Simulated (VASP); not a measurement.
# AlN (Cm) in VASP: further runs

The runs below take AlN through single point, with PBE.

Everything below comes from runs of VASP 6.6.1. Logs are shortened: lines on timing, memory, paths and dates and some standing lists are left out, and cuts for length are marked.

## Step 1: The cell of the first run

The structure is monoclinic, space group Cm (No. 8). Conventional cell: a = 5.737 Å, b = 3.312 Å, c = 4.188 Å, α = 90.00°, β = 90.00°, γ = 90.00°. Within 2.0 Å of Al (site symmetry m) lie 3 N at 1.52 to 1.88 Å. Al (site symmetry m) has 5 N at 1.91 to 2.09 Å and 2 Al at 2.32 Å within 2.5 Å. Within 2.0 Å of N (site symmetry m) lie 4 Al at 1.52 to 1.91 Å. Within 2.5 Å of N (site symmetry m) lie 5 Al at 1.88 to 2.29 Å.

## Step 2: Single point, PBE (atom 1 (Al) moved by (-0.300, -0.600) A along y and z)

INCAR

```
ALGO = Normal
EDIFF = 1E-7
ENCUT = 520
GGA = PE
ISIF = 2
ISMEAR = 0
LASPH = True
LCHARG = False
LREAL = False
LWAVE = False
NBANDS = 16
NELM = 60
PREC = Accurate
SIGMA = 0.05
```

KPOINTS

```
k-points
0
Gamma
  9 9 6
```

POSCAR

```
AlN
1.0
    3.3121157418      0.0000000000      0.0000000000
   -1.6560578709      2.8683763727      0.0000000000
    0.0000000000      0.0000000000      4.1875630000
Al N
2 2
Direct
    0.2810389408      0.5620778816      0.6067185735
    0.6666666667      0.3333333333      0.2500000000
    0.3333333333      0.6666666667      0.2500000000
    0.6666666667      0.3333333333      0.7500000000
```

Potentials or basis: VASP PAW PBE potentials, release 64 (Al, N).

Started as:

```bash
> cat potpaw_PBE.64/Al/POTCAR potpaw_PBE.64/N/POTCAR > POTCAR
> mpirun -np 1 vasp_std > vasp.out
```

OUTCAR:

```text
EDIFF = 1E-7
   ENCUT = 520
   GGA = PE
   ISIF = 2
   ISMEAR = 0
   LASPH = True
   LREAL = False
   NELM = 60
   PREC = Accurate

 ion  position               nearest neighbor table
   1  0.281  0.562  0.607-   3 1.52   4 1.88   4 1.88   4 2.29   2 2.32   2 2.32   2 2.67   2 3.23
                             2 3.23
   2  0.667  0.333  0.250-   3 1.91   3 1.91   3 1.91   4 2.09   4 2.09   1 2.32   1 2.32   1 2.67
                             1 3.23   1 3.23
   3  0.333  0.667  0.250-   1 1.52   2 1.91   2 1.91   2 1.91
   4  0.667  0.333  0.750-   1 1.88   1 1.88   2 2.09   2 2.09   1 2.29

  LATTYP: Found a hexagonal cell.
 ALAT       =     3.3121157418
 C/A-ratio  =     1.2643166261

  Lattice vectors:

 A1 = (   3.3121157418,   0.0000000000,   0.0000000000)
 A2 = (  -1.6560578709,   2.8683763727,   0.0000000000)
 A3 = (   0.0000000000,   0.0000000000,   4.1875630000)

Analysis of symmetry for initial positions (statically):
=====================================================================
 Subroutine PRICEL returns:
 Original cell was already a primitive cell.

 Routine SETGRP: Setting up the symmetry group for a
 hexagonal supercell.

 Subroutine GETGRP returns: Found  2 space group operations
 (whereof  2 operations were pure point group operations)
 out of a pool of 24 trial point group operations.

The static configuration has the point symmetry C_1h.

Analysis of symmetry for dynamics (positions and initial velocities):
=====================================================================
 Subroutine PRICEL returns:
 Original cell was already a primitive cell.

 Routine SETGRP: Setting up the symmetry group for a
 hexagonal supercell.

 Subroutine GETGRP returns: Found  2 space group operations
 (whereof  2 operations were pure point group operations)
 out of a pool of 24 trial point group operations.

The dynamic configuration has the point symmetry C_1h.

 Subroutine INISYM returns: Found  2 space group operations
 (whereof  2 operations are pure point group operations),
 and found     1 'primitive' translations

----------------------------------------------------------------------------------------

                                     Primitive cell

  volume of cell :      39.7835

  direct lattice vectors                    reciprocal lattice vectors
     3.312115742  0.000000000  0.000000000     0.301921816  0.174314642  0.000000000
    -1.656057871  2.868376373  0.000000000     0.000000000  0.348629284  0.000000000
     0.000000000  0.000000000  4.187563000     0.000000000  0.000000000  0.238802377

  length of vectors
     3.312115742  3.312115742  4.187563000     0.348629284  0.348629284  0.238802377

  position of ions in fractional coordinates (direct lattice)
     0.281038941  0.562077882  0.606718573
     0.666666667  0.333333333  0.250000000
     0.333333333  0.666666667  0.250000000
     0.666666667  0.333333333  0.750000000

  ion indices of the primitive-cell ions
   primitive index   ion index
                 1           1
                 2           2
                 3           3
                 4           4

----------------------------------------------------------------------------------------

 KPOINTS: k-points

Automatic generation of k-mesh.
 Grid dimensions read from file:
 generate k-points for:    9    9    6

 Generating k-lattice:

  Cartesian coordinates                     Fractional coordinates (reciprocal lattice)
     0.033546868  0.019368294  0.000000000     0.111111111 -0.000000000  0.000000000
     0.000000000  0.038736587  0.000000000     0.000000000  0.111111111  0.000000000
     0.000000000  0.000000000  0.039800396     0.000000000  0.000000000  0.166666667

  Length of vectors
     0.038736587  0.038736587  0.039800396

  Shift w.r.t. Gamma in fractional coordinates (k-lattice)
     0.000000000  0.000000000  0.000000000

 Subroutine IBZKPT returns following result:
 ===========================================

 Found    140 irreducible k-points:

 Following reciprocal coordinates:
            Coordinates               Weight
  0.000000  0.000000  0.000000      1.000000
  0.111111  0.000000  0.000000      4.000000
  0.000000  0.111111  0.000000      2.000000
  0.222222  0.000000  0.000000      4.000000
  0.000000  0.222222  0.000000      2.000000
  0.333333 -0.000000  0.000000      4.000000
[... 16 lines left out ...]
 -0.222222 -0.444444  0.000000      4.000000
  0.444444  0.333333  0.000000      4.000000
 [... further k-points ...]
   k-points           NKPTS =    140   k-points in BZ     NKDIM =    140   number of bands    NBANDS=     16
   number of dos      NEDOS =    301   number of ions     NIONS =      4
   total plane-waves  NPLWV =  25088
   dimension x,y,z NGX =    28 NGY =   28 NGZ =   32
   dimension x,y,z NGXF=    56 NGYF=   56 NGZF=   64
   ions per type =               2   2
   NGX,Y,Z   is equivalent  to a cutoff of  14.05, 14.05, 12.70 a.u.
   NGXF,Y,Z  is equivalent  to a cutoff of  28.11, 28.11, 25.41 a.u.
 SYSTEM =  unknown system
   PREC   = accura    normal or accurate (medium, high low for compatibility)
   ISTART =      0    job   : 0-new  1-cont  2-samecut
   ICHARG =      2    charge: 1-file 2-atom 10-const
   ISPIN  =      1    spin polarized calculation?
   LNONCOLLINEAR =      F non collinear calculations
   LSORBIT =      F    spin-orbit coupling
   LASPH  =      T    aspherical Exc in radial PAW
   ENCUT  =  520.0 eV  38.22 Ry    6.18 a.u.   6.16  6.16  7.79*2*pi/ulx,y,z
   NELM   =     60;   NELMIN=  2; NELMDL= -5     # of ELM steps
   EDIFF  = 0.1E-06   stopping-criterion for ELM
   LREAL  =      F    real-space projection
   EDIFFG = 0.1E-05   stopping-criterion for IOM
   NSW    =      0    number of steps for IOM
   IBRION =     -1    ionic relax: 0-MD 1-quasi-New 2-CG
   NFREE  =      0    steps in history (QN), initial steepest desc. (CG)
   ISIF   =      2    stress and relaxation
   ISYM   =      2    0-nonsym 1-usesym 2-fastsym
   POTIM  = 0.5000    time-step for ionic-motion
   TEBEG  =    0.0;   TEEND  =   0.0 temperature during run
   PSTRESS=    0.0 pullay stress
   NELECT =      16.0000    total number of electrons
   NUPDOWN=      -1.0000    fix difference up-down
   EMIN   =  10.00;   EMAX   =-10.00  energy-range for DOS
   EFERMI =   0.00;   METHOD = LEGACY
   ISMEAR =     0;   SIGMA  =   0.05  broadening in eV -4-tet -1-fermi 0-gaus
   EFERMI_NEDOS =   21; number of points for ismear=-14 and -15
   IALGO  =     38    algorithm
   IMIX   =      4    mixing-type and parameters
     AMIX     =   0.40;   BMIX     =  1.00
     AMIX_MAG =   1.60;   BMIX_MAG =  1.00
  volume/ion in A,a.u.               =       9.95        67.12
  Fermi-wavevector in a.u.,A,eV,Ry     =   1.208409  2.283561 19.867927  1.460251
  Thomas-Fermi vector in A             =   2.344017
   LORBIT       =      0    0 simple, 1 ext, 2 COOP (PROOUT), +10 PAW based schemes
   GGA     = PE    functional components
   LHFCALC =     F    Hartree Fock is set to
   AEXX    =    0.0000 exact exchange contribution
   IVDW    =     0    specifies the selected vdW correction
   LEPSILON=     F    determine dielectric tensor
   LRPA    =     F    only Hartree local field effects (RPA)
 non-spin polarized calculation
 Gauss-broadening in eV      SIGMA  =   0.05
  energy-cutoff  :      520.00
  volume of cell :       39.78
 maximum number of plane-waves:      1090
 NGX is ok and might be reduce to    28
   NGX = 13   NGY = 13   NGZ = 15

 number of electron      15.9999999 magnetization

 Free energy of the ion-electron system (eV)
  ---------------------------------------------------
  ext. energy  EPLUGINS =         0.00000000
  ---------------------------------------------------
  free energy    TOTEN  =       -25.76571482 eV

  energy without entropy =      -25.76571482  energy(sigma->0) =      -25.76571482

 E-fermi :   7.4652     XC(G=0): -11.0696

 val. band max:        7.2570000546   @ k =   0.0000   0.0000   0.0000
 cond. band min:      10.3774648952   @ k =   0.0000   0.0000   0.0000
 fundamental gap:      3.1204648406
 Fermi energy:         7.4652190620

 k-point     1 :       0.0000    0.0000    0.0000
  band No.  band energies     occupation
      1      -9.4242      2.00000
      2      -5.5834      2.00000
      3       1.3066      2.00000
      4       3.8577      2.00000
      5       4.0762      2.00000
      6       5.9479      2.00000
[... 8 lines left out ...]
     15      19.1067      0.00000
     16      20.5145      0.00000

 k-point     2 :       0.1111    0.0000    0.0000
  band No.  band energies     occupation
      1      -9.2910      2.00000
      2      -5.5785      2.00000
      3       1.4527      2.00000
      4       3.4122      2.00000
      5       3.8875      2.00000
      6       5.5004      2.00000
[... 8 lines left out ...]
     15      19.2589      0.00000
     16      20.2080      0.00000

 k-point     3 :       0.0000    0.1111    0.0000
  band No.  band energies     occupation
      1      -9.2947      2.00000
      2      -5.5768      2.00000
      3       1.4496      2.00000
      4       3.5367      2.00000
      5       3.6882      2.00000
      6       5.9909      2.00000
[... 8 lines left out ...]
     15      18.9709      0.00000
     16      20.1565      0.00000

 k-point     4 :       0.2222    0.0000    0.0000
  band No.  band energies     occupation
      1      -8.9130      2.00000
      2      -5.6031      2.00000
      3       1.8604      2.00000
      4       2.4257      2.00000
      5       3.5262      2.00000
      6       4.6088      2.00000
[... 8 lines left out ...]
     15      18.9875      0.00000
     16      20.0767      0.00000

 k-point     5 :       0.0000    0.2222    0.0000
  band No.  band energies     occupation
      1      -8.9288      2.00000
      2      -5.5927      2.00000
      3       1.8426      2.00000
      4       2.4469      2.00000
      5       3.3243      2.00000
      6       5.4131      2.00000
[... 8 lines left out ...]
     15      18.3887      0.00000
     16      20.0739      0.00000

 k-point     6 :       0.3333   -0.0000    0.0000
  band No.  band energies     occupation
      1      -8.3718      2.00000
      2      -5.7435      2.00000
      3       1.4420      2.00000
      4       2.5495      2.00000
      5       3.1956      2.00000
      6       3.8213      2.00000
[... 8 lines left out ...]
     15      19.3193      0.00000
     16      20.3473      0.00000

 k-point     7 :       0.0000    0.3333    0.0000
  band No.  band energies     occupation
      1      -8.4119      2.00000
      2      -5.7087      2.00000
      3       1.3684      2.00000
      4       2.5337      2.00000
      5       2.9816      2.00000
      6       4.6234      2.00000
[... 8 lines left out ...]
     15      19.0991      0.00000
     16      20.3749      0.00000

 k-point     8 :       0.4444    0.0000    0.0000
  band No.  band energies     occupation
      1      -7.8839      2.00000
      2      -5.9786      2.00000
      3       0.9310      2.00000
      4       2.9254      2.00000
      5       3.2981      2.00000
      6       3.3790      2.00000
[... 8 lines left out ...]
     15      20.4425      0.00000
     16      20.7524      0.00000

 k-point     9 :       0.0000    0.4444    0.0000
  band No.  band energies     occupation
      1      -7.9602      2.00000
      2      -5.9037      2.00000
      3       0.8077      2.00000
      4       2.7850      2.00000
      5       3.1598      2.00000
      6       4.2054      2.00000
[... 8 lines left out ...]
     15      20.5874      0.00000
     16      20.7883      0.00000
[... 172 lines left out ...]
 k-point    19 :      -0.1111   -0.4444    0.0000
  band No.  band energies     occupation
      1      -7.8220      2.00000
      2      -5.9584      2.00000
      3       0.7504      2.00000
      4       2.5187      2.00000
      5       3.4199      2.00000
      6       4.2100      2.00000
[... 8 lines left out ...]
     15      20.1288      0.00000
     16      21.1301      0.00000

 k-point    20 :       0.2222    0.2222    0.0000
  band No.  band energies     occupation
      1      -8.1209      2.00000
      2      -5.8020      2.00000
      3       1.2827      2.00000
      4       2.2844      2.00000
      5       2.9650      2.00000
      6       4.3933      2.00000
[... 8 lines left out ...]
     15      19.6098      0.00000
     16      20.4245      0.00000

 k-point    21 :      -0.4444    0.2222    0.0000
  band No.  band energies     occupation
      1      -8.0839      2.00000
      2      -5.8372      2.00000
      3       1.4446      2.00000
      4       2.1793      2.00000
      5       2.9711      2.00000
      6       3.9758      2.00000
[... 8 lines left out ...]
     15      19.8750      0.00000
     16      20.2307      0.00000

 k-point    22 :       0.3333    0.2222    0.0000
  band No.  band energies     occupation
      1      -7.6978      2.00000
      2      -6.0095      2.00000
      3       0.8490      2.00000
      4       2.2622      2.00000
      5       3.6433      2.00000
      6       3.7861      2.00000
[... 8 lines left out ...]
     15      19.6841      0.00000
     16      20.7612      0.00000

 k-point    23 :      -0.2222   -0.4444    0.0000
  band No.  band energies     occupation
      1      -7.7299      2.00000
      2      -5.9769      2.00000
      3       0.8065      2.00000
      4       2.2070      2.00000
      5       3.6021      2.00000
      6       4.1903      2.00000
[... 8 lines left out ...]
     15      19.4970      0.00000
     16      20.9166      0.00000

 k-point    24 :       0.4444    0.3333    0.0000
  band No.  band energies     occupation
      1      -7.6761      2.00000
      2      -6.0316      2.00000
      3       0.9010      2.00000
      4       2.2366      2.00000
      5       3.5985      2.00000
      6       3.7042      2.00000
[... 8 lines left out ...]
     15      19.8821      0.00000
     16      20.4368      0.00000

 [... further k-points ...]
[... 5 lines left out ...]
  --------------------------------------------------------------------------------------
  -------------------------------------------------------------------------------------
  Total        4.1333307      0.6387271     19.9563445      0.0000000     -1.6649181      0.0000000
  in kB      166.4591743     25.7230760    803.6900298      0.0000000    -67.0502597      0.0000000
  external PRESSURE =     331.9574267 kB  Pullay stress =       0.0000000 kB

 VOLUME and BASIS-vectors are now :
 -----------------------------------------------------------------------------
  energy-cutoff  :      520.00
  volume of cell :       39.78
      direct lattice vectors                 reciprocal lattice vectors
     3.312115742  0.000000000  0.000000000     0.301921816  0.174314642  0.000000000
    -1.656057871  2.868376373  0.000000000     0.000000000  0.348629284  0.000000000
     0.000000000  0.000000000  4.187563000     0.000000000  0.000000000  0.238802377

 POSITION                                       TOTAL-FORCE (eV/Angst)
 -----------------------------------------------------------------------------------
      0.00000      1.61225      2.54067         0.000000      0.513041     16.741060
      1.65606      0.95613      1.04689        -0.000000     -0.841334     -4.672542
     -0.00000      1.91225      1.04689        -0.000000      1.242802    -10.281287
      1.65606      0.95613      3.14067         0.000000     -0.914508     -1.787231
 -----------------------------------------------------------------------------------
    total drift:                               -0.000000      0.000028      0.000469

  FREE ENERGIE OF THE ION-ELECTRON SYSTEM (eV)
  ---------------------------------------------------
  free  energy   TOTEN  =       -25.7657148208 eV

  energy  without entropy=      -25.7657148208  energy(sigma->0) =      -25.76571482
```

Wall time 64 s (1 thread of Intel Xeon 6975P-C (Granite Rapids), shared host); peak memory 0.2 GiB.

What came out:

- Free energy: -25.7657 eV
- Pressure: 33.2 GPa
- Largest force: 16.749 eV/Å
- Band gap on the k mesh: 3.12 eV, direct

Forces on the atoms (eV/Å):
```
Al    0.000   0.513  16.741
Al    0.000  -0.841  -4.673
N     0.000   1.243 -10.281
N     0.000  -0.915  -1.787
```

Levels at points of the mesh, in eV from the valence-band top:
```
           k point  band 4  band 5  band 6  band 7  band 8  band 9  band 10  band 11  band 12  band 13
(0.00, 0.00, 0.00)   -3.40   -3.18   -1.31   -0.33    0.00    3.12     4.97     8.13     8.34    11.43
(0.00, 0.00, 0.50)   -3.10   -3.04   -2.70   -1.68   -0.43    4.66     6.51     7.61     7.84     9.54
```

Caveat: the cell differs from its parent crystal (atom 1 (Al) moved by (-0.300, -0.600) A along y and z); forces of over 1 eV/Å act on the atoms, so gaps and moduli don't describe the material at rest. A k mesh can miss the band edges.

## Step 3: Single point, PBE (atom 1 (Al) moved by (+0.300, -0.600) A along y and z)

INCAR

```
  PREC = Accurate
  ENCUT = 520
  EDIFF = 1E-7
  ISMEAR = 0
  SIGMA = 0.05
  LREAL = F
  LASPH = T
  NELM = 80
  ALGO = Normal
  ISIF = 2
  LWAVE = F
  LCHARG = F
  GGA = PE
  NBANDS = 16
```

KPOINTS

```
Automatic mesh
0
Gamma
  9 9 6
```

POSCAR, as its differences from that of step 2:

```diff
@@ -8,3 +8,3 @@
 Direct
-    0.2810389408      0.5620778816      0.6067185735
+    0.3856277259      0.7712554518      0.6067185735
     0.6666666667      0.3333333333      0.2500000000
```

Potentials or basis: VASP PAW PBE potentials, release 64 (Al, N).

Started as:

```bash
> cat potpaw_PBE.64/Al/POTCAR potpaw_PBE.64/N/POTCAR > POTCAR
> mpirun -np 1 vasp_std > vasp.out
```

Run time: 69 s. Hardware: 1 thread of Intel Xeon 6975P-C (Granite Rapids), shared host; peak memory 0.2 GiB.

Results (log left out):

```
Free energy            : -25.3922 eV
Pressure               : 36.7 GPa
Largest force          : 17.072 eV/Å
Band gap on the k mesh : 3.19 eV, direct
```

Forces on the atoms (eV/Å):
```
Al    0.000  -4.407  16.494
Al    0.000   1.963  -4.919
N     0.000  -1.188 -10.275
N     0.000   3.632  -1.299
```

Stress tensor (GPa, compression positive):
```
-1.82  0.00  0.00
 0.00 28.97  5.74
 0.00  5.74 83.00
```

Levels at points of the mesh, in eV from the valence-band top:
| k point | band 5 | band 6 | band 7 | band 8 | band 9 | band 10 | band 11 | band 12 |
| --- | --- | --- | --- | --- | --- | --- | --- | --- |
| (0.00, 0.00, 0.00) | -3.10 | -1.15 | -0.35 | 0.00 | 3.19 | 5.00 | 8.21 | 8.39 |
| (0.00, 0.00, 0.50) | -2.92 | -2.68 | -1.36 | -0.53 | 4.74 | 6.56 | 7.65 | 7.88 |

Caveat: the cell differs from its parent crystal (atom 1 (Al) moved by (+0.300, -0.600) A along y and z); forces of over 1 eV/Å act on the atoms, so gaps and moduli don't describe the material at rest. A k mesh can miss the band edges.

(Continued in part 2 of 3.)
